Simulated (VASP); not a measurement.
Write the native input for VASP 6.6.1 that does the following.

```
Task                               : single point
Functional                         : PBE-based screened hybrid with 15 % exact exchange
Potentials or basis                : VASP PAW PBE potentials, release 64 (Te)
Cutoff                             : 520 eV
k mesh                             : 4 × 4 × 3
Occupations                        : fermi-dirac, width 0.05 eV
Spin                               : no spin polarisation
Dipole correction                  : no
Grid for exact exchange (PRECFOCK) : Normal
Share of exact exchange            : 0.15
Further INCAR settings             : ALGO = Normal; EDIFF = 1e-07; NBANDS = 16
Screening parameter                : 0.20787 1/Å
```

Crystal: Te.

```xyz
3
Lattice="4.4540 0.0000 0.0000 -2.2270 3.8573 0.0000 0.0000 0.0000 5.9240" Properties=species:S:1:pos:R:3 pbc="T T T"
Te    1.6279    2.8197    0.0000
Te   -0.5991    1.0376    3.9493
Te    1.1981    0.0000    1.9747
```

The input as run:

POSCAR

```
Te
1.0
    4.4540000000      0.0000000000      0.0000000000
   -2.2270000000      3.8572771485      0.0000000000
    0.0000000000      0.0000000000      5.9240000000
Te
3
Direct
    0.7310000000      0.7310000000      0.0000000000
    0.0000000000      0.2690000000      0.6666666667
    0.2690000000      0.0000000000      0.3333333333
```

INCAR.step1

```
PREC = Accurate ; ENCUT = 520
EDIFF = 1E-5 ; ISMEAR = -1
SIGMA = 0.05 ; LREAL = False
LASPH = True ; NELM = 60
ALGO = Normal ; ISIF = 2
LWAVE = True ; LCHARG = False
GGA = PE ; NBANDS = 16
```

INCAR.step2

```
PREC = Accurate ; ENCUT = 520
EDIFF = 1E-7 ; ISMEAR = -1
SIGMA = 0.05 ; LREAL = False
LASPH = True ; NELM = 60
ALGO = Normal ; ISIF = 2
LWAVE = False ; LCHARG = False
GGA = PE ; LHFCALC = True
AEXX = 0.15 ; HFSCREEN = 0.2078699
PRECFOCK = Normal ; ISTART = 1
NBANDS = 16
```

KPOINTS

```
Automatic mesh
0
Gamma
  4 4 3
```

Potentials or basis: VASP PAW PBE potentials, release 64 (Te).

The run is started by

```console
$ cat potpaw_PBE.64/Te/POTCAR > POTCAR
$ cp INCAR.step1 INCAR
$ mpirun -np 1 vasp_std > vasp.out
$ cp INCAR.step2 INCAR
$ mpirun -np 1 vasp_std > vasp.out
```

It gave:

The pressure is 0.3 GPa and the largest force is 0.130 eV/Å. The band gap on the k mesh is 1.06 eV (least direct gap 1.27 eV).

Caveat: the PAW data sets were made with another functional, which shifts forces and pressure a little; spin-orbit coupling is left out, which moves the levels of the heavy elements; an odd mesh through Γ misses points on the zone boundary, where band edges can lie.

It took 28 min on 1 thread of AMD EPYC 7R43 64-Core Processor (Zen 3), on a shared host, peak memory 0.31 GiB.
